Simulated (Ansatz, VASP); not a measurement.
**Al8Cu3 in VASP and in Ansatz**

File INCAR:

```
SYSTEM = Al8Cu3
ALGO = Normal
DIPOL = 0.5 0.5 0.500
EDIFF = 1E-6
ENCUT = 520
GGA = PE
IDIPOL = 3
ISIF = 2
ISMEAR = 0
LASPH = .TRUE.
LCHARG = .TRUE.
LDIPOL = .TRUE.
LELF = .TRUE.
LREAL = .FALSE.
LVACPOTAV = .TRUE.
LVHAR = .TRUE.
LWAVE = .FALSE.
NBANDS = 40
NELM = 100
PREC = Accurate
SIGMA = 0.1
```

File KPOINTS:

```
k-points
0
G
  9 9 1
  0 0 0
```

Contents of POSCAR:

```
Al8Cu3
1.0
    4.0890373098      0.0000000000      0.0000000000
    2.0442999082      3.5413364718      0.0000000000
    0.0000000000      0.0000000000     33.6856057520
Al Cu
8 3
Direct
    0.0000356652      0.0000356652      0.3265489741
    0.6667261087      0.6667261087      0.3761064101
    0.3334165521      0.3334165521      0.4256638460
    0.0001069956      0.0001069956      0.4752212820
    0.6667974391      0.6667974391      0.5247787180
    0.3334878826      0.3334878826      0.5743361540
    0.0001783260      0.0001783260      0.6238935899
    0.6668687695      0.6668687695      0.6734510259
    0.0000713304      0.0000713304      0.4008851281
    0.3334522174      0.3334522174      0.5000000000
    0.6668331043      0.6668331043      0.5991148719
```

Input for Ansatz:

```yaml
crystal:
  lattice:
    - [4.0890373098, 0.0, 0.0]
    - [2.0442999082, 3.5413364718, 0.0]
    - [0.0, 0.0, 33.685605752]
  atoms:
    - { symbol: Al, position: [3.56652e-05, 3.56652e-05, 0.3265489741] }
    - { symbol: Al, position: [0.6667261087, 0.6667261087, 0.3761064101] }
    - { symbol: Cu, position: [7.13304e-05, 7.13304e-05, 0.4008851281] }
    - { symbol: Al, position: [0.3334165521, 0.3334165521, 0.425663846] }
    - { symbol: Al, position: [0.0001069956, 0.0001069956, 0.475221282] }
    - { symbol: Cu, position: [0.3334522174, 0.3334522174, 0.5] }
    - { symbol: Al, position: [0.6667974391, 0.6667974391, 0.524778718] }
    - { symbol: Al, position: [0.3334878826, 0.3334878826, 0.574336154] }
    - { symbol: Cu, position: [0.6668331043, 0.6668331043, 0.5991148719] }
    - { symbol: Al, position: [0.000178326, 0.000178326, 0.6238935899] }
    - { symbol: Al, position: [0.6668687695, 0.6668687695, 0.6734510259] }
basis:
  ecutwfc: 420
kpoints:
  mp_grid: { grid: [9, 9, 1] }
hamiltonian:
  xc: pbe
scf:
  occupations: { method: gaussian, width: 0.1 }
output:
  forces: true
  stress: true
  eigenvalues: true
  write_density: true
  write_potential: true
  elf: true
  volumetric_format: npy
efield:
  axis: 3
  dipole_correction: true
  ramp_width: 0.04
```

Alike in both runs: task single point; functional PBE; k mesh 9 × 9 × 1; occupations gaussian, width 0.1 eV; no spin polarisation.

```csv
,VASP,Ansatz
version,VASP 6.6.1,Ansatz 0.2.0
potentials or method,"VASP PAW PBE potentials, release 64 (Al, Cu), cutoff 520 eV","scalar-relativistic, plane waves, PAW"
valence electrons in the cell,57,81
```

Ansatz gave:

| Property | Result |
| --- | --- |
| gap on the k mesh at the Fermi level (eV) | none |
| rms of the force components (eV/Å) | 0.098 |
| work function, face that differs most (eV) | 4.41 |

Question: What did VASP give for the same quantities?

Answer: gap on the k mesh at the Fermi level (eV): none; rms of the force components (eV/Å): 0.099; work function, face that differs most (eV): 4.41.

A gap of «none» marks a metal or a gap that the smearing closes. The functional is the same, so the differences come from potentials, cutoffs and numerics. VASP's potentials hold 57 valence electrons a cell and Ansatz's 81, so a difference there can come from the potentials and not from the codes. Ansatz's warnings: xc potential rough in thin density.
